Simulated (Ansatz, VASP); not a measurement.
# SnO2: VASP beside Ansatz

The input INCAR:

```
  ALGO = Normal
  EDIFF = 1E-7
  ENCUT = 520
  GGA = PE
  ISIF = 2
  ISMEAR = 0
  IVDW = 12
  LASPH = T
  LCHARG = F
  LREAL = F
  LWAVE = F
  NBANDS = 49
  NELM = 80
  PREC = Accurate
  SIGMA = 0.05
```

File KPOINTS:

```
k-points
0
Gamma
  9 9 2
```

The input POSCAR:

```
SnO2
1.0
   -3.2372529198      0.0000000000      0.0000000000
   -1.6186264599     -2.8035432670      0.0000000000
   -0.4855879380     -0.2803543268     14.3754773976
Sn O
3 6
Direct
    0.6218853775      0.6218853775      0.4478128920
    0.9850738988     -0.0149261012      0.1492610123
    0.2586968562      0.2586968562      0.7463647718
    0.6448499864      0.6448499864      0.2181668027
    0.9184729438     -0.0815270562      0.8152705622
    0.2816614651      0.2816614651      0.5167186824
    0.5989207685      0.5989207685      0.6774589813
    0.9621092898     -0.0378907102      0.3789071016
    0.3252978111      0.3252978111      0.0803552219
```

Input for Ansatz:

```yaml
crystal:
  lattice:
    - [-3.2372529198, 0.0, 0.0]
    - [-1.6186264599, -2.803543267, 0.0]
    - [-0.485587938, -0.2803543268, 14.3754773976]
  atoms:
    - { symbol: Sn, position: [0.6218853775, 0.6218853775, 0.447812892] }
    - { symbol: Sn, position: [0.9850738988, -0.0149261012, 0.1492610123] }
    - { symbol: Sn, position: [0.2586968562, 0.2586968562, 0.7463647718] }
    - { symbol: O, position: [0.6448499864, 0.6448499864, 0.2181668027] }
    - { symbol: O, position: [0.9184729438, -0.0815270562, 0.8152705622] }
    - { symbol: O, position: [0.2816614651, 0.2816614651, 0.5167186824] }
    - { symbol: O, position: [0.5989207685, 0.5989207685, 0.6774589813] }
    - { symbol: O, position: [0.9621092898, -0.0378907102, 0.3789071016] }
    - { symbol: O, position: [0.3252978111, 0.3252978111, 0.0803552219] }
basis:
  ecutwfc: 520.0
kpoints:
  mp_grid: { grid: [9, 9, 2] }
hamiltonian:
  xc: pbe
  pseudopotentials: { kind: paw, azcp: { folder: soft_1 } }
  dispersion: d3bj
scf:
  occupations: { method: gaussian, width: 0.05 }
output:
  forces: true
  stress: true
  eigenvalues: true
```

Alike in both runs: task single point; functional PBE; dispersion D3(BJ); k mesh 9 × 9 × 2; occupations gaussian, width 0.05 eV; no spin polarisation.

```csv
,VASP,Ansatz
version,VASP 6.6.1,Ansatz 0.2.0
potentials or method,"VASP PAW PBE potentials, release 64 (Sn_d, O), cutoff 520 eV","scalar-relativistic, plane waves, PAW"
valence electrons in the cell,78,78
```

Ansatz gave:

- gap on the k mesh at the Fermi level (eV): 1.88
- least direct gap on the mesh (eV): 2.01
- pressure (GPa): -0.3
- traceless stress, the component that is largest in VASP (GPa): 0.35
- rms of the force components (eV/Å): 0.064

**Question.** Estimate VASP's values.

**Answer.** gap on the k mesh at the Fermi level (eV): 1.86; least direct gap on the mesh (eV): 1.99; pressure (GPa): 0.3; traceless stress, the component that is largest in VASP (GPa): -0.05; rms of the force components (eV/Å): 0.081.

Atom by atom the forces differ by 0.026 eV/Å (rms over components).
